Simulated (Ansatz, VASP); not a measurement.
# Two plane-wave programs on KZnF3

```
CELL_PARAMETERS angstrom
4.05000 0.00000 0.00000
0.00000 4.05000 0.00506
0.00000 0.00506 4.05000
ATOMIC_POSITIONS crystal
K 0.00000 0.00000 0.00000
Zn 0.50000 0.50000 0.50000
F 0.50000 0.50000 0.00000
F 0.00000 0.50000 0.50000
F 0.50000 0.00000 0.50000
```

Change from the starting cell: strain +0.0025 x Voigt [0, 0, 0, 1, 0, 0], atoms carried along.

Alike in both runs: task single point; functional LDA; k mesh 6 × 6 × 6; occupations gaussian, width 0.05 eV; no spin polarisation.

|  | VASP | Ansatz |
| --- | --- | --- |
| version | VASP 6.6.1 | Ansatz 0.2.0 |
| potentials or method | VASP PAW LDA potentials, release 64 (K_sv, Zn, F), cutoff 520 eV | scalar-relativistic, plane waves, PAW |
| valence electrons in the cell | 42 | 42 |

Ansatz gave:

```
gap on the k mesh at the Fermi level (eV)                     : 3.63
least direct gap on the mesh (eV)                             : 5.41
pressure (GPa)                                                : -4.8
traceless stress, the component that is largest in VASP (GPa) : -0.08
```

Q: Estimate VASP's values.

A: gap on the k mesh at the Fermi level (eV): 3.59; least direct gap on the mesh (eV): 5.39; pressure (GPa): -4.3; traceless stress, the component that is largest in VASP (GPa): -0.08.

LDA's correlation is that of Perdew and Zunger in VASP and of Perdew and Wang (1992) in Ansatz.
